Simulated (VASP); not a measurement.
The system is KZnF3.

```
CELL_PARAMETERS angstrom
4.05000 0.00000 0.00000
0.00000 4.05000 0.00000
0.00000 0.00000 4.05000
ATOMIC_POSITIONS crystal
Zn 0.50000 0.50000 0.50000
K 0.00000 0.00000 0.00000
F 0.50000 0.00000 0.50000
F 0.00000 0.50000 0.50000
F 0.50000 0.50000 0.00000
```

Base run:

| Property | Result |
| --- | --- |
| Program | VASP 6.6.1 |
| Functional | PBEsol |
| Potentials or basis | VASP PAW PBE potentials, release 64 (Zn, K_sv, F) |
| Cutoff | 520 eV |
| k mesh | 7 × 7 × 7 |
| Occupations | fermi-dirac, width 0.05 eV |
| Spin | no spin polarisation |

Its results: band gap on the k mesh 3.75 eV, indirect (least direct gap 5.50 eV); pressure 0.5 GPa.

Q: The run is repeated on the same cell with these changes: functional from PBEsol to LDA; potentials or basis from VASP PAW PBE potentials, release 64 (Zn, K_sv, F) to VASP PAW LDA potentials, release 64 (Zn, K_sv, F). What comes out?

A: Band gap on the k mesh 3.71 eV, indirect (least direct gap 5.40 eV); pressure -4.3 GPa.

Caveats: the PAW data sets were made with another functional, which shifts forces and pressure a little (some runs).

A k mesh can miss the band edges.
